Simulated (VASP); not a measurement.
CoSi2, 3 atoms in the cell. It takes space group Fm-3m (No. 225, cubic). Conventional cell: a = 5.288 Å, b = 5.288 Å, c = 5.288 Å, α = 90.00°, β = 90.00°, γ = 90.00°. Co (site symmetry m-3m) has 8 Si at 2.29 Å within 3.0 Å. Si (site symmetry -43m) has 4 Co at 2.29 Å and 6 Si at 2.64 Å within 3.0 Å. 

- Program: VASP 6.6.1
- Task: single point
- Functional: PBE
- Potentials or basis: VASP PAW PBE potentials, release 64 (Co, Si)
- Cutoff: 520 eV
- k mesh: 14 × 14 × 14
- Occupations: gaussian, width 0.15 eV
- Spin: collinear spin, ferromagnetic start
- Starting moments: [1.1, 0.0, 0.0] μB
- Fixed moment: 1.1 μB
- Dipole correction: no
- Further INCAR settings: ALGO = Normal; EDIFF = 1e-07; NBANDS = 20

Potentials or basis: VASP PAW PBE potentials, release 64 (Co, Si).

Launch:

```sh
$ cat potpaw_PBE.64/Co/POTCAR potpaw_PBE.64/Si/POTCAR > POTCAR
$ mpirun -np 1 vasp_std > vasp.out
```

Hardware: 1 thread of Intel(R) Xeon(R) 6975P-C (Granite Rapids), on a shared host.

Estimate the wall time of this run.

It took 81 s on 1 thread of Intel(R) Xeon(R) 6975P-C (Granite Rapids), with other jobs on the host, peak memory 0.25 GiB. Counts: scf iterations 16, k points 104.
